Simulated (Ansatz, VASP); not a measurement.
Two plane-wave programs on Cd5Se

```
CELL_PARAMETERS angstrom
3.28082 1.89418 4.11898
-3.28082 1.89418 4.11898
0.00000 -3.78837 4.11898
ATOMIC_POSITIONS crystal
Cd 0.00000 0.00000 0.50000
Cd 0.50000 0.00000 0.00000
Cd 0.00000 0.50000 0.00000
Cd 0.37780 0.37780 0.37780
Cd 0.62220 0.62220 0.62220
Se 0.00000 0.00000 0.00000
```

Alike in both runs: functional PBE; k mesh 6 × 6 × 6; occupations gaussian, width 0.1 eV; no spin polarisation.

Ansatz relaxed the structure, and its values are those at the end. VASP's run is a single point on that final structure, the one shown.

```csv
,VASP,Ansatz
version,VASP 6.6.1,Ansatz 0.2.0
potentials or method,"VASP PAW PBE potentials, release 64 (Cd, Se), cutoff 520 eV","scalar-relativistic, plane waves, PAW"
valence electrons in the cell,66,116
```

```tsv
	VASP	Ansatz	Ansatz less VASP
gap on the k mesh at the Fermi level (eV)	none	none	-
pressure (GPa)	0.2	0.0	-0.20
```

A gap of «none» marks a metal or a gap that the smearing closes. VASP's potentials hold 66 valence electrons a cell and Ansatz's 116, so a difference there can come from the potentials and not from the codes.
